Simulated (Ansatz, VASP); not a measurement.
## NaMoH4 in VASP and in Ansatz

INCAR

```
PREC = Accurate
ENCUT = 600
EDIFF = 1E-6
ISMEAR = 0
SIGMA = 0.1
LREAL = F
LASPH = T
NELM = 80
ALGO = Normal
ISIF = 3
LWAVE = F
LCHARG = F
GGA = PE
IBRION = 2
NSW = 100
EDIFFG = -0.01
```

The input KPOINTS:

```
Automatic mesh
0
Gamma
  15 15 6
```

POSCAR

```
NaMoH4
1.0
    3.0112590675      0.0000000000      0.0000000000
   -1.5056295338      2.6078268498      0.0000000000
    0.0000000000      0.0000000000      6.3102537824
Na H Mo
1 4 1
Direct
    0.0000000000      0.0000000000      0.0000000000
    0.3333333333      0.6666666667      0.3349583600
    0.3333333333      0.6666666667      0.6650416400
    0.6666666667      0.3333333333      0.3349583600
    0.6666666667      0.3333333333      0.6650416400
    0.0000000000      0.0000000000      0.5000000000
```

Input for Ansatz:

```yaml
crystal:
  lattice:
    - [3.0112590675, 0.0, 0.0]
    - [-1.5056295338, 2.6078268498, 0.0]
    - [0.0, 0.0, 6.3102537824]
  atoms:
    - { symbol: Na, position: [0.0, 0.0, 0.0] }
    - { symbol: H, position: [0.3333333333, 0.6666666667, 0.33495836] }
    - { symbol: H, position: [0.3333333333, 0.6666666667, 0.66504164] }
    - { symbol: H, position: [0.6666666667, 0.3333333333, 0.33495836] }
    - { symbol: H, position: [0.6666666667, 0.3333333333, 0.66504164] }
    - { symbol: Mo, position: [0.0, 0.0, 0.5] }
basis:
  ecutwfc: 420
kpoints:
  mp_grid: { grid: [15, 15, 6] }
hamiltonian:
  xc: pbe
scf:
  occupations: { method: gaussian, width: 0.1 }
output:
  forces: true
  stress: true
  eigenvalues: true
  write_density: true
  write_potential: true
  elf: true
  volumetric_format: npy
relax:
  adjacent_minimum: "off"
  f_tol: 0.01
  max_steps: 80
  cell: { stress_tol: 0.05 }
```

Alike in both runs: task relaxation of cell and atoms; functional PBE; k mesh 15 × 15 × 6; occupations gaussian, width 0.1 eV; no spin polarisation.

```csv
,VASP,Ansatz
version,VASP 6.6.1,Ansatz 0.2.0
potentials or method,"VASP PAW PBE potentials, release 64 (Na_pv, H, Mo_sv), cutoff 600 eV","scalar-relativistic, plane waves, PAW"
valence electrons in the cell,25,27
```

Ansatz gave:

```
gap on the k mesh at the Fermi level, each at its own relaxed structure (eV) : none
relaxed volume (Å³/atom)                                                     : 8.37
relaxed cell length with the largest relative difference (Å)                 : 6.361
```

**Question.** Which values does VASP return?

**Answer.** gap on the k mesh at the Fermi level, each at its own relaxed structure (eV): none; relaxed volume (Å³/atom): 8.30; relaxed cell length with the largest relative difference (Å): 6.290.

A gap of «none» marks a metal or a gap that the smearing closes. VASP's potentials hold 25 valence electrons a cell and Ansatz's 27, so a difference there can come from the potentials and not from the codes.
